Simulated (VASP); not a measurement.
# CuH2 (P6/mmm) in VASP: further runs

CuH2 is run at these levels: PBE; tasks: single point, relaxation of cell and atoms.

Everything below comes from runs of VASP 6.6.1. Logs are shortened: lines on timing, memory, paths and dates and some standing lists are left out, and cuts for length are marked.

### 1 The cell of the first run

It takes space group P6/mmm (No. 191, hexagonal). The conventional cell has a = 3.010 Å, b = 3.010 Å, c = 2.417 Å, α = 90.00°, β = 90.00°, γ = 120.00°. Cu (site symmetry 6/mmm) has 12 H at 2.12 Å and 2 Cu at 2.42 Å within 2.8 Å. Within 2.3 Å of H (site symmetry -6m2) lie 3 H at 1.74 Å and 6 Cu at 2.12 Å.

### 2 Single point, PBE

INCAR reads:

```
SYSTEM = CuH2
PREC     = Accurate       ! precision mode
ENCUT    = 520            ! plane-wave cutoff, eV
EDIFF    = 1E-6           ! SCF threshold, eV
ISMEAR   = 0              ! smearing method
SIGMA    = 0.1            ! smearing width, eV
LREAL    = .False.        ! projectors in reciprocal space
LASPH    = .True.         ! aspherical terms in the spheres
NELM     = 80             ! most SCF steps
ALGO     = Normal         ! electronic algorithm
ISIF     = 2              ! what is computed and relaxed
LWAVE    = .False.        ! write WAVECAR
LCHARG   = .False.        ! write CHGCAR
GGA      = PE             ! functional
NBANDS   = 14             ! bands
```

KPOINTS reads:

```
Automatic mesh
0
Gamma
  6 6 8
  0 0 0
```

POSCAR reads:

```
CuH2
1.0
    3.0095517165      0.0000000000      0.0000000000
   -1.5047758582      2.6063482405      0.0000000000
    0.0000000000      0.0000000000      2.4174990050
Cu H
1 2
Direct
    0.0000000000      0.0000000000      0.0000000000
    0.3333333333      0.6666666667      0.5000000000
    0.6666666667      0.3333333333      0.5000000000
```

Potentials or basis: VASP PAW PBE potentials, release 64 (Cu, H).

Run with:

```console
$ cat potpaw_PBE.64/Cu/POTCAR potpaw_PBE.64/H/POTCAR > POTCAR
$ mpirun -np 1 vasp_std > vasp.out
```

OUTCAR:

```text
SYSTEM = CuH2
   PREC = Accurate
   ENCUT = 520
   EDIFF = 1E-6
   ISMEAR = 0
   LREAL = .False.
   LASPH = .True.
   NELM = 80
   ISIF = 2
   GGA = PE

 ion  position               nearest neighbor table
   1  0.000  0.000  0.000-
   2  0.333  0.667  0.500-
   3  0.667  0.333  0.500-

  LATTYP: Found a hexagonal cell.
 ALAT       =     3.0095517165
 C/A-ratio  =     0.8032754485

  Lattice vectors:

 A1 = (   3.0095517165,   0.0000000000,   0.0000000000)
 A2 = (  -1.5047758582,   2.6063482405,   0.0000000000)
 A3 = (   0.0000000000,   0.0000000000,   2.4174990050)

Analysis of symmetry for initial positions (statically):
=====================================================================
 Subroutine PRICEL returns:
 Original cell was already a primitive cell.

 Routine SETGRP: Setting up the symmetry group for a
 hexagonal supercell.

 Subroutine GETGRP returns: Found 24 space group operations
 (whereof 24 operations were pure point group operations)
 out of a pool of 24 trial point group operations.

The static configuration has the point symmetry D_6h.

Analysis of symmetry for dynamics (positions and initial velocities):
=====================================================================
 Subroutine PRICEL returns:
 Original cell was already a primitive cell.

 Routine SETGRP: Setting up the symmetry group for a
 hexagonal supercell.

 Subroutine GETGRP returns: Found 24 space group operations
 (whereof 24 operations were pure point group operations)
 out of a pool of 24 trial point group operations.

The dynamic configuration has the point symmetry D_6h.

 Subroutine INISYM returns: Found 24 space group operations
 (whereof 24 operations are pure point group operations),
 and found     1 'primitive' translations

----------------------------------------------------------------------------------------

                                     Primitive cell

  volume of cell :      18.9627

  direct lattice vectors                    reciprocal lattice vectors
     3.009551716  0.000000000  0.000000000     0.332275400  0.191839292  0.000000000
    -1.504775858  2.606348241  0.000000000     0.000000000  0.383678583  0.000000000
     0.000000000  0.000000000  2.417499005     0.000000000  0.000000000  0.413650636

  length of vectors
     3.009551716  3.009551716  2.417499005     0.383678583  0.383678583  0.413650636

[... 86 lines left out ...]
   IBRION =     -1    ionic relax: 0-MD 1-quasi-New 2-CG
   NFREE  =      0    steps in history (QN), initial steepest desc. (CG)
   ISIF   =      2    stress and relaxation
   ISYM   =      2    0-nonsym 1-usesym 2-fastsym
   POTIM  = 0.5000    time-step for ionic-motion
   TEBEG  =    0.0;   TEEND  =   0.0 temperature during run
   PSTRESS=    0.0 pullay stress
   NELECT =      13.0000    total number of electrons
   NUPDOWN=      -1.0000    fix difference up-down
   EMIN   =  10.00;   EMAX   =-10.00  energy-range for DOS
   EFERMI =   0.00;   METHOD = LEGACY
   ISMEAR =     0;   SIGMA  =   0.10  broadening in eV -4-tet -1-fermi 0-gaus
   EFERMI_NEDOS =   21; number of points for ismear=-14 and -15
   IALGO  =     38    algorithm
   IMIX   =      4    mixing-type and parameters
     AMIX     =   0.40;   BMIX     =  1.00
     AMIX_MAG =   1.60;   BMIX_MAG =  1.00
  volume/ion in A,a.u.               =       6.32        42.66
  Fermi-wavevector in a.u.,A,eV,Ry     =   1.443519  2.727855 28.351091  2.083746
  Thomas-Fermi vector in A             =   2.561917
   LORBIT       =      0    0 simple, 1 ext, 2 COOP (PROOUT), +10 PAW based schemes
   GGA     = PE    functional components
   LHFCALC =     F    Hartree Fock is set to
   AEXX    =    0.0000 exact exchange contribution
   IVDW    =     0    specifies the selected vdW correction
   LEPSILON=     F    determine dielectric tensor
   LRPA    =     F    only Hartree local field effects (RPA)
 non-spin polarized calculation
 Gauss-broadening in eV      SIGMA  =   0.10
  energy-cutoff  :      520.00
  volume of cell :       18.96
 maximum number of plane-waves:       525
 NGX is ok and might be reduce to    24
   NGX = 11   NGY = 11   NGZ =  9

 number of electron      13.0000016 magnetization

 Free energy of the ion-electron system (eV)
  ---------------------------------------------------
  ext. energy  EPLUGINS =         0.00000000
  ---------------------------------------------------
  free energy    TOTEN  =        -8.12858975 eV

  energy without entropy =       -8.12666073  energy(sigma->0) =       -8.12762524

 E-fermi :   6.2077     XC(G=0): -11.8004

 val. band max:        6.0986705742   @ k =   0.3333   0.1667   0.3750
 cond. band min:       6.2719817282   @ k =   0.0000   0.0000   0.5000
 fundamental gap:      0.1733111540
 Fermi energy:         6.2076959165

 k-point     1 :       0.0000    0.0000    0.0000
  band No.  band energies     occupation
      1      -6.4787      2.00000
      2       1.5125      2.00000
      3       2.5212      2.00000
      4       2.5212      2.00000
      5       3.4933      2.00000
      6       3.4933      2.00000
      7       9.3608      0.00000
      8      17.0898      0.00000
      9      17.4629      0.00000
     10      17.4629      0.00000
     11      19.7695      0.00000
     12      19.7695      0.00000
     13      20.8302      0.00000
     14      23.6340      0.00000
[... 377 lines left out ...]
      1      -1.8926      2.00000
      2       1.9204      2.00000
      3       2.3981      2.00000
      4       3.0373      2.00000
      5       3.2065      2.00000
      6       3.2675      2.00000
      7       6.9989      0.00000
      8       8.8168      0.00000
      9      12.8401      0.00000
     10      16.5513      0.00000
     11      17.2851      0.00000
     12      23.9446      0.00000
     13      24.8550      0.00000
     14      28.4780      0.00000

 [... further k-points ...]
[... 5 lines left out ...]
  --------------------------------------------------------------------------------------
  -------------------------------------------------------------------------------------
  Total        0.0021427      0.0021427      0.0644443      0.0000000     -0.0000000      0.0000000
  in kB        0.1810369      0.1810369      5.4449561      0.0000000     -0.0000000      0.0000000
  external PRESSURE =       1.9356766 kB  Pullay stress =       0.0000000 kB

 VOLUME and BASIS-vectors are now :
 -----------------------------------------------------------------------------
  energy-cutoff  :      520.00
  volume of cell :       18.96
      direct lattice vectors                 reciprocal lattice vectors
     3.009551716  0.000000000  0.000000000     0.332275400  0.191839292  0.000000000
    -1.504775858  2.606348241  0.000000000     0.000000000  0.383678583  0.000000000
     0.000000000  0.000000000  2.417499005     0.000000000  0.000000000  0.413650636

 POSITION                                       TOTAL-FORCE (eV/Angst)
 -----------------------------------------------------------------------------------
      0.00000      0.00000      0.00000         0.000000      0.000000     -0.000000
     -0.00000      1.73757      1.20875         0.000000      0.000000     -0.000000
      1.50478      0.86878      1.20875        -0.000000      0.000000      0.000000
 -----------------------------------------------------------------------------------
    total drift:                                0.000000      0.000000      0.000000

  FREE ENERGIE OF THE ION-ELECTRON SYSTEM (eV)
  ---------------------------------------------------
  free  energy   TOTEN  =        -8.1285897469 eV

  energy  without entropy=       -8.1266607329  energy(sigma->0) =       -8.12762524
```

OSZICAR:

```text
N       E                     dE             d eps       ncg     rms          rms(c)
DAV:   1     0.488456262802E+02    0.48846E+02   -0.61862E+03  1070   0.132E+03
DAV:   2    -0.748158659114E+01   -0.56327E+02   -0.51349E+02  1028   0.211E+02
DAV:   3    -0.942619778725E+01   -0.19446E+01   -0.19120E+01  1184   0.421E+01
DAV:   4    -0.943956513698E+01   -0.13367E-01   -0.13365E-01  1076   0.315E+00
DAV:   5    -0.943969922665E+01   -0.13409E-03   -0.13409E-03  1214   0.324E-01    0.887E+00
DAV:   6    -0.927948647168E+01    0.16021E+00   -0.27853E+01  1184   0.979E+01    0.700E+00
DAV:   7    -0.814528031447E+01    0.11342E+01   -0.48625E+00  1190   0.497E+01    0.626E-01
DAV:   8    -0.813790955778E+01    0.73708E-02   -0.14245E-01  1244   0.717E+00    0.739E-01
DAV:   9    -0.812974631325E+01    0.81632E-02   -0.89447E-02  1196   0.560E+00    0.234E-01
DAV:  10    -0.812863553578E+01    0.11108E-02   -0.45410E-03  1190   0.132E+00    0.516E-02
DAV:  11    -0.812859149818E+01    0.44038E-04   -0.27389E-04  1424   0.258E-01    0.103E-02
DAV:  12    -0.812859008556E+01    0.14126E-05   -0.90637E-06  1162   0.383E-02    0.354E-03
DAV:  13    -0.812858974688E+01    0.33868E-06   -0.44603E-07   586   0.122E-02
   1 F= -.81285897E+01 E0= -.81276252E+01  d E =-.192901E-02
```

stdout:

```text
POSCAR found type information on POSCAR CuH
 POSCAR found :  2 types and       3 ions
 scaLAPACK will be used
 LDA part: xc-table for (Slater+PW92), standard interpolation
 POSCAR, INCAR and KPOINTS ok, starting setup
 FFT: planning ... GRIDC
 FFT: planning ... GRID_SOFT
 FFT: planning ... GRID
 WAVECAR not read
 entering main loop
```

Wall time 11 s (1 thread of Intel Xeon 8259CL, shared host); peak memory 0.13 GiB.

What came out:

- Free energy: -8.1286 eV
- Pressure: 0.2 GPa
- Band gap on the k mesh: zero (an odd number of electrons rules out a gap without spin polarisation)

Stress tensor (GPa, compression positive):
```
0.02 0.00 0.00
0.00 0.02 0.00
0.00 0.00 0.54
```

Levels at points of the mesh, in eV from the Fermi level:
| k point | band 4 | band 5 | band 6 | band 7 | band 8 | band 9 |
| --- | --- | --- | --- | --- | --- | --- |
| (0.00, 0.00, 0.00) | -3.69 | -2.71 | -2.71 | 3.15 | 10.88 | 11.26 |
| (0.50, 0.00, 0.00) | -2.97 | -2.89 | -2.77 | -1.76 | 4.75 | 5.71 |
| (0.00, 0.00, 0.50) | -3.78 | -3.33 | -3.33 | 0.06 | 5.34 | 13.08 |
| (0.50, 0.00, 0.50) | -2.76 | -2.41 | -2.29 | 0.11 | 1.98 | 5.27 |

Caveat: the k points lie up to 0.40 Å⁻¹ apart, too coarse for converged energies and pressures of a metal.

### 3 Single point, PBE

This run uses another cell than the first one, of 7.69 Å³/atom.

INCAR reads:

```
  ALGO = Normal
  EDIFF = 1E-6
  ENCUT = 520
  GGA = PE
  ISIF = 2
  ISMEAR = 0
  LASPH = T
  LCHARG = F
  LREAL = F
  LWAVE = F
  NBANDS = 14
  NELM = 60
  PREC = Accurate
  SIGMA = 0.1
```

KPOINTS reads:

```
k-points
0
Gamma
  6 6 8
```

POSCAR reads:

```
CuH2
1.0
    3.3580501008      0.0000000000      0.0000000000
   -1.6790250504      2.9081566945      0.0000000000
    0.0000000000      0.0000000000      2.3619322239
Cu H
1 2
Direct
    0.0000000000      0.0000000000      0.0000000000
    0.3333333333      0.6666666667      0.5000000000
    0.6666666667      0.3333333333      0.5000000000
```

Potentials or basis: VASP PAW PBE potentials, release 64 (Cu, H).

Run with:

```console
$ cat potpaw_PBE.64/Cu/POTCAR potpaw_PBE.64/H/POTCAR > POTCAR
$ mpirun -np 1 vasp_std > vasp.out
```

It took 16 s on 1 thread of Intel Xeon 8259CL, shared host; peak memory 0.14 GiB.

Results (log left out):

```
Free energy            : -7.8184 eV
Pressure               : -11.8 GPa
Band gap on the k mesh : zero (an odd number of electrons rules out a gap without spin polarisation)
```

Stress tensor (GPa, compression positive):
```
-18.33   0.00   0.00
  0.00 -18.33   0.00
  0.00   0.00   1.12
```

Levels at points of the mesh, in eV from the Fermi level:
| k point | band 3 | band 4 | band 5 | band 6 | band 7 | band 8 | band 9 | band 10 |
| --- | --- | --- | --- | --- | --- | --- | --- | --- |
| (0.00, 0.00, 0.00) | -3.05 | -3.05 | -2.08 | -2.08 | 1.64 | 8.51 | 8.51 | 8.56 |
| (0.50, 0.00, 0.00) | -4.21 | -2.54 | -2.16 | -2.09 | -1.82 | 3.03 | 4.48 | 14.91 |
| (0.00, 0.00, 0.50) | -3.37 | -3.31 | -2.64 | -2.64 | 1.31 | 4.12 | 10.47 | 15.06 |
| (0.50, 0.00, 0.50) | -2.93 | -2.34 | -1.92 | -1.18 | 0.14 | 3.28 | 5.46 | 5.51 |

Caveat: the k points lie up to 0.36 Å⁻¹ apart, too coarse for converged energies and pressures of a metal.

### 4 Relaxation of cell and atoms, PBE

This run uses another cell than the first one, of 7.69 Å³/atom.

INCAR reads:

```
PREC = Accurate ; ENCUT = 600
EDIFF = 1E-6 ; ISMEAR = 0
SIGMA = 0.1 ; LREAL = F
LASPH = T ; NELM = 80
ALGO = Normal ; ISIF = 3
LWAVE = F ; LCHARG = F
GGA = PE ; IBRION = 2
NSW = 90 ; EDIFFG = -0.04
```

KPOINTS reads:

```
regular mesh
0
Gamma
  6 6 8
```

POSCAR is that of step 3.

Run with:

```console
$ cat potpaw_PBE.64/Cu/POTCAR potpaw_PBE.64/H/POTCAR > POTCAR
$ mpirun -np 1 vasp_std > vasp.out
```

Wall time 72 s (1 thread of Intel Xeon 8259CL, shared host); peak memory 0.15 GiB.

Results (log left out):

| Property | Result |
| --- | --- |
| Free energy | -8.1308 eV |
| Relaxed volume | 6.36 Å³/atom |
| Relaxed cell | a = 3.015 Å, b = 3.015 Å, c = 2.422 Å, α = 90.00°, β = 90.00°, γ = 120.00° |
| Space group after relaxing (to 0.1 Å) | P6/mmm (No. 191) |
| Energy gained by relaxing | 104.0 meV/atom |
| Ionic steps | 7 |
| Pressure after relaxing | -0.4 GPa |
| Band gap on the k mesh | zero (an odd number of electrons rules out a gap without spin polarisation) |

Stress tensor (GPa, compression positive):
```
-0.50  0.00  0.00
 0.00 -0.50  0.00
 0.00  0.00 -0.11
```

The path:
| step | energy change (eV) | largest force (eV/Å) | pressure (GPa) | volume (Å³) |
| --- | --- | --- | --- | --- |
| 1 | 0.0000 | 0.0000 | -11.89 | 23.07 |
| 2 | -0.1918 | 0.0000 | -8.02 | 21.20 |
| 3 | -0.2990 | 0.0000 | -0.77 | 19.29 |
| 4 | -0.3053 | 0.0000 | 3.13 | 18.64 |
| 5 | -0.3055 | 0.0000 | 1.99 | 18.79 |
| 6 | -0.3118 | 0.0000 | 0.13 | 19.00 |
| 7 | -0.3121 | 0.0000 | -0.37 | 19.07 |

Final structure:
```
CELL_PARAMETERS angstrom
3.01541 0.00000 0.00000
-1.50771 2.61142 0.00000
0.00000 0.00000 2.42150
ATOMIC_POSITIONS crystal
Cu 0.00000 0.00000 0.00000
H 0.33333 0.66667 0.50000
H 0.66667 0.33333 0.50000
```

Levels at points of the mesh, in eV from the Fermi level:
| k point | band 2 | band 3 | band 4 | band 5 | band 6 | band 7 | band 8 | band 9 | band 10 |
| --- | --- | --- | --- | --- | --- | --- | --- | --- | --- |
| (0.00, 0.00, 0.00) | -4.67 | -3.66 | -3.66 | -2.70 | -2.70 | 3.14 | 10.82 | 11.22 | 11.22 |
| (0.50, 0.00, 0.00) | -7.33 | -4.71 | -2.95 | -2.88 | -2.75 | -1.76 | 4.72 | 5.70 | 15.42 |
| (0.00, 0.00, 0.50) | -4.85 | -3.75 | -3.75 | -3.31 | -3.31 | 0.06 | 5.32 | 13.02 | 16.35 |
| (0.50, 0.00, 0.50) | -3.99 | -3.92 | -2.75 | -2.40 | -2.27 | 0.10 | 1.99 | 5.25 | 6.44 |

Caveat: the k points lie up to 0.40 Å⁻¹ apart in the final cell, too coarse for converged energies and pressures of a metal; the volume moved by over 15 % at a fixed basis, so the end points are rough.

### 5 The runs side by side

| task | cell | cutoff (eV) | gap on the mesh (eV) | pressure (GPa) |
| --- | --- | --- | --- | --- |
| single point | a = 3.010, b = 3.010, c = 2.417 Å, angles 90.0, 90.0, 120.0°, 3 atoms | 520 | none | 0.2 |
| single point | a = 3.358, b = 3.358, c = 2.362 Å, angles 90.0, 90.0, 120.0°, 3 atoms | 520 | none | -11.8 |
| relaxation of cell and atoms | relaxed from a = 3.358, b = 3.358, c = 2.362 Å, angles 90.0, 90.0, 120.0°, 3 atoms | 600 | none | -0.4 |

Alike in all rows: level PBE; potentials or basis VASP PAW PBE potentials, release 64 (Cu, H); no spin polarisation; k mesh 6 × 6 × 8; smearing gaussian 0.1 eV.

Caveats: all runs use coarse meshes; the volume moved by over 15 % at a fixed basis, so the end points are rough (at least some runs).

Absolute energies hang on the potentials; compare differences alone.
